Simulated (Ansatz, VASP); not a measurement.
**Pd: VASP beside Ansatz**

The input POSCAR:

```
Pd
1.0
    2.7836650458      0.0000000000      0.0000000000
   -1.3918325229      2.4107246453      0.0000000000
    0.0000000000      0.0000000000      4.6288930000
Pd
2
Direct
    0.3333333333      0.6666666667      0.2500000000
    0.6666666667      0.3333333333      0.7500000000
```

The input INCAR.step1:

```
SYSTEM = Pd
PREC = Accurate
ENCUT = 520
EDIFF = 1E-5
ISMEAR = -1
SIGMA = 0.05
LREAL = .FALSE.
LASPH = .TRUE.
NELM = 60
ALGO = Normal
ISIF = 2
LWAVE = .TRUE.
LCHARG = .FALSE.
NBANDS = 17
GGA = PE
```

INCAR.step2

```
SYSTEM = Pd
PREC = Accurate
ENCUT = 520
EDIFF = 1E-6
ISMEAR = -1
SIGMA = 0.05
LREAL = .FALSE.
LASPH = .TRUE.
NELM = 60
ALGO = Normal
ISIF = 2
LWAVE = .FALSE.
LCHARG = .FALSE.
GGA = PE
LHFCALC = .TRUE.
AEXX = 0.25
HFSCREEN = 0.3
PRECFOCK = Normal
NBANDS = 17
ISTART = 1
```

Contents of KPOINTS:

```
regular mesh
0
G
  6 6 3
  0 0 0
```

File input:

```
crystal:
  lattice:
    - [2.7836650458, 0.0, 0.0]
    - [-1.3918325229, 2.4107246453, 0.0]
    - [0.0, 0.0, 4.628893]
  atoms:
    - { symbol: Pd, position: [0.3333333333, 0.6666666667, 0.25] }
    - { symbol: Pd, position: [0.6666666667, 0.3333333333, 0.75] }
hamiltonian:
  xc: { exchange: pbe, correlation: pbe, exx: { coeff: 0.25, omega: 0.3 } }
  pseudopotentials: { kind: paw }
kpoints:
  mp_grid: { grid: [6, 6, 3] }
  band_path:
    path:
      - [[0.0, 0.0, 0.0], [0.5, 0.0, 0.0], [0.3333333333, 0.3333333333, 0.0], [0.0, 0.0, 0.0], [0.0, 0.0, 0.5], [0.5, 0.0, 0.5], [0.3333333333, 0.3333333333, 0.5], [0.0, 0.0, 0.5]]
      - [[0.5, 0.0, 0.5], [0.5, 0.0, 0.0]]
      - [[0.3333333333, 0.3333333333, 0.0], [0.3333333333, 0.3333333333, 0.5]]
    npoints: 4
scf:
  occupations: { method: fermi_dirac, width: 0.05 }
  n_extra_bands: 6
output:
  forces: true
  stress: true
  eigenvalues: true
  fatbands: false
  write_density: true
  write_potential: true
  elf: true
  volumetric_format: npy
```

Alike in both runs: functional PBE-based screened hybrid; k mesh 6 × 6 × 3; occupations fermi-dirac, width 0.05 eV; no spin polarisation.

```csv
,VASP,Ansatz
version,VASP 6.6.1,Ansatz 0.2.0
potentials or method,"VASP PAW PBE potentials, release 64 (Pd)",Ansatz PAW
plane-wave cutoff (eV),520,420
valence electrons in the cell,20,36
task,single point,band structure
```

Ansatz gave:

```
gap on the k mesh at the Fermi level (eV)                     : none
pressure (GPa)                                                : -7.0
traceless stress, the component that is largest in VASP (GPa) : 3.54
```

**Question.** What did VASP give for the same quantities?

**Answer.** gap on the k mesh at the Fermi level (eV): none; pressure (GPa): -6.6; traceless stress, the component that is largest in VASP (GPa): 3.39.

VASP's potentials were made for PBE, not for PBE-based screened hybrid. A gap of «none» marks a metal or a gap that the smearing closes. VASP's potentials hold 20 valence electrons a cell and Ansatz's 36, so a difference there can come from the potentials and not from the codes.

The k mesh is coarse, so the values compare programs but aren't converged.
